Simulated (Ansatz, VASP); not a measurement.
## WC: VASP beside Ansatz

```
W C
1.0
     2.90650    0.00000    0.00000
    -1.45325    2.51710    0.00000
     0.00000    0.00000    2.83660
W C
1 1
Direct
  0.00000 0.00000 0.00000
  0.66667 0.33333 0.50000
```

Alike in both runs: task single point; functional LDA; k mesh 15 × 15 × 12; occupations gaussian, width 0.05 eV; no spin polarisation.

|  | VASP | Ansatz |
| --- | --- | --- |
| version | VASP 6.6.1 | Ansatz 0.2.0 |
| potentials or method | VASP PAW LDA potentials, release 64 (W_sv, C), cutoff 520 eV | scalar-relativistic, plane waves, PAW |
| valence electrons in the cell | 18 | 18 |

VASP gave:

| Property | Result |
| --- | --- |
| gap on the k mesh at the Fermi level (eV) | none |
| pressure (GPa) | -7.4 |
| traceless stress, the component that is largest in VASP (GPa) | -1.31 |

Problem. What did Ansatz give for the same quantities?

Solution. gap on the k mesh at the Fermi level (eV): none; pressure (GPa): -9.9; traceless stress, the component that is largest in VASP (GPa): -1.65.

LDA's correlation is that of Perdew and Zunger in VASP and of Perdew and Wang (1992) in Ansatz. A gap of «none» marks a metal or a gap that the smearing closes.

Spin-orbit coupling is off throughout.
